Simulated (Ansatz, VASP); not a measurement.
Two plane-wave programs on AlN

POSCAR

```
AlN
1.0
    4.3679871192      0.0000000000      0.0000000000
    0.0000000000     -4.3679871192      0.0000000000
    0.0000000000      0.0000000000     -4.3679871192
Al N
4 4
Direct
   -0.0485651694      0.5485651694      0.5000000000
    0.5000000000      0.0000000000      0.5000000000
    0.5000000000      0.5000000000      0.0000000000
    0.0000000000      0.0000000000      0.0000000000
    0.7500000000      0.7500000000      0.7500000000
    0.2500000000      0.2500000000      0.7500000000
    0.2500000000      0.7500000000      0.2500000000
    0.7500000000      0.2500000000      0.2500000000
```

The input INCAR.step1:

```
SYSTEM = AlN
PREC = Accurate
ENCUT = 520
ISMEAR = 0
SIGMA = 0.05
LREAL = .False.
LASPH = .True.
NELM = 100
NBANDS = 26
GGA = PE
ALGO = Normal
EDIFF = 1E-4
LWAVE = .True.
LCHARG = .False.
```

File INCAR.step2:

```
SYSTEM = AlN
PREC = Accurate
ENCUT = 520
EDIFF = 1E-6
ISMEAR = 0
SIGMA = 0.05
LREAL = .False.
LASPH = .True.
NELM = 100
ALGO = Normal
ISIF = 2
LWAVE = .False.
LCHARG = .True.
METAGGA = R2SCAN
LMIXTAU = .True.
LELF = .True.
LVHAR = .True.
NBANDS = 26
ISTART = 1
```

Contents of KPOINTS:

```
regular mesh
0
Gamma
  6 6 6
  0 0 0
```

Input for Ansatz:

```yaml
crystal:
  lattice:
    - [4.3679871192, 0.0, 0.0]
    - [0.0, -4.3679871192, 0.0]
    - [0.0, 0.0, -4.3679871192]
  atoms:
    - { symbol: Al, position: [-0.0485651694, 0.5485651694, 0.5] }
    - { symbol: Al, position: [0.5, 0.0, 0.5] }
    - { symbol: Al, position: [0.5, 0.5, 0.0] }
    - { symbol: Al, position: [0.0, 0.0, 0.0] }
    - { symbol: "N", position: [0.75, 0.75, 0.75] }
    - { symbol: "N", position: [0.25, 0.25, 0.75] }
    - { symbol: "N", position: [0.25, 0.75, 0.25] }
    - { symbol: "N", position: [0.75, 0.25, 0.25] }
basis:
  ecutwfc: 500
kpoints:
  mp_grid: { grid: [6, 6, 6] }
hamiltonian:
  xc: r2scan
scf:
  occupations: { method: gaussian, width: 0.05 }
output:
  forces: true
  stress: true
  eigenvalues: true
  write_density: true
  write_potential: true
  elf: true
  volumetric_format: npy
```

Alike in both runs: task single point; functional r2SCAN; k mesh 6 × 6 × 6; occupations gaussian, width 0.05 eV; no spin polarisation.

|  | VASP | Ansatz |
| --- | --- | --- |
| version | VASP 6.6.1 | Ansatz 0.2.0 |
| potentials or method | VASP PAW PBE potentials, release 64 (Al, N), cutoff 520 eV | scalar-relativistic, plane waves, PAW |
| valence electrons in the cell | 32 | 32 |

Ansatz gave:

- gap on the k mesh at the Fermi level (eV): 2.59
- least direct gap on the mesh (eV): 2.59
- pressure (GPa): 3.6
- traceless stress, the component that is largest in VASP (GPa): 4.60
- rms of the force components (eV/Å): 1.896

Task: Which values does VASP return?

Result: gap on the k mesh at the Fermi level (eV): 2.59; least direct gap on the mesh (eV): 2.59; pressure (GPa): 3.3; traceless stress, the component that is largest in VASP (GPa): 4.72; rms of the force components (eV/Å): 1.920.

VASP's potentials were made for PBE, not for r2SCAN. Atom by atom the forces differ by 0.027 eV/Å (rms over components).
